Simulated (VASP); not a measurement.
Input of a VASP 6.6.1 run:

Contents of INCAR:

```
SYSTEM = Si
ALGO = Normal ; EDIFF = 1E-6
ENCUT = 500 ; GGA = PE
GGA_COMPAT = .FALSE. ; ISIF = 2
ISMEAR = 0 ; LASPH = .TRUE.
LCHARG = .FALSE. ; LREAL = .FALSE.
LWAVE = .FALSE. ; NBANDS = 11
NELM = 120 ; PREC = Accurate
SIGMA = 0.02
```

The input KPOINTS:

```
k-points
0
G
  10 10 10
  0 0 0
```

The input POSCAR:

```
Si
1.0
    0.0000000000      2.6207517320      2.6207517320
    2.6207517320      0.0000000000      2.6207517320
    2.6207517320      2.6207517320      0.0000000000
Si
2
Direct
    0.7500000000      0.7500000000      0.7500000000
    0.5000000000      0.5000000000      0.5000000000
```

Potentials or basis: VASP PAW PBE potentials, release 64 (Si).

Command:

```console
$ cat potpaw_PBE.64/Si/POTCAR > POTCAR
$ mpirun -np 1 vasp_std > vasp.out
```

Q: Predict the band gap on the k mesh.

A: 0.38 eV, indirect (least direct gap 2.60 eV).

Q: Estimate the pressure.

A: 14.8 GPa.

 A k mesh can miss the band edges.
